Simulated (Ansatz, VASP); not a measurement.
**Two plane-wave programs on Ca2C**

```
C Ca
1.0
     0.00000    3.19522    3.12858
     3.19522    0.00000    3.12858
     3.19522    3.19522    0.00000
C Ca
1 2
Direct
  0.00000 0.00000 0.00000
  0.25000 0.25000 0.25000
  0.75000 0.75000 0.75000
```

Change from the starting cell: biaxial_xy strain +2.1%.

Alike in both runs: task single point; functional r2SCAN; k mesh 8 × 8 × 8; no spin polarisation.

```csv
,VASP,Ansatz
version,VASP 6.6.1,Ansatz 0.2.0
potentials or method,"VASP PAW PBE potentials, release 64 (C, Ca_sv)","plane waves, PAW"
plane-wave cutoff (eV),520,500
occupations,"gaussian, width 0.01 eV",fixed
valence electrons in the cell,24,24
```

```csv
,VASP,Ansatz,Ansatz less VASP
gap on the k mesh at the Fermi level (eV),0.38,0.39,+0.012
pressure (GPa),-1.9,-2.3,-0.36
"traceless stress, the component that is largest in VASP (GPa)",1.97,1.97,+0.004
```

VASP's potentials were made for PBE, not for r2SCAN.
